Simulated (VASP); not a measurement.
Wanted: the native input for a VASP 6.6.1 run.

* Task: single point
* Functional: LDA
* Potentials or basis: VASP PAW LDA potentials, release 64 (Ca_sv)
* Cutoff: 520 eV
* k mesh: 14 × 14 × 14
* Occupations: gaussian, width 0.1 eV
* Spin: no spin polarisation
* Dipole correction: no
* Further INCAR settings: ALGO = Normal; EDIFF = 1e-06; NBANDS = 11

The structure of Ca lies in POSCAR:

```
Ca
1.0
    0.0000000000      2.6693801192      2.6693801192
    2.6693801192      0.0000000000      2.6693801192
    2.6693801192      2.6693801192      0.0000000000
Ca
1
Direct
    0.0000000000      0.0000000000      0.0000000000
```

The input as run:

INCAR

```
  PREC = Accurate
  ENCUT = 520
  EDIFF = 1E-6
  ISMEAR = 0
  SIGMA = 0.1
  LREAL = False
  LASPH = True
  NELM = 100
  ALGO = Normal
  ISIF = 2
  LWAVE = False
  LCHARG = False
  NBANDS = 11
```

KPOINTS

```
regular mesh
0
Gamma
  14 14 14
```

Potentials or basis: VASP PAW LDA potentials, release 64 (Ca_sv).

Launch:

```console
$ cat potpaw_LDA.64/Ca_sv/POTCAR > POTCAR
$ mpirun -np 1 vasp_std > vasp.out
```

It gave:

The pressure is 0.0 GPa. The band gap on the k mesh is zero (band 5 reaches 2.29 eV, above the bottom of band 6 at 2.19 eV).

It took 19 s on 1 thread of Intel Xeon 6975P-C, on a shared host, peak memory 0.17 GiB.
